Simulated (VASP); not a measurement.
Runs of VASP 6.6.1 on Cu. The structure is that of space group Im-3m (No. 229), or close to it. The cells are those of the table. 

```tsv
cell	gap on the mesh (eV)	pressure (GPa)
a = 2.482 Å, angles 108.8, 108.8, 110.9°, 1 atom	none	-10.6
a = 2.463 Å, angles 108.1, 108.1, 112.2°, 1 atom	none	-7.2
a = 2.473 Å, angles 108.5, 108.5, 111.5°, 1 atom	none	(a)
a = 2.484 Å, angles 107.8, 107.8, 112.8°, 1 atom	none	-10.6
```

Alike in all rows: task single point; level LDA; potentials or basis VASP PAW LDA potentials, release 64 (Cu); no spin polarisation; k mesh 22 × 22 × 22; cutoff (eV) 520; smearing gaussian 0.15 eV.

Q: Estimate the missing entries.

A: (a) -9.0.

Caveats: the cell stands under tension.

A gap of «none» marks levels without a gap at the run's occupations.
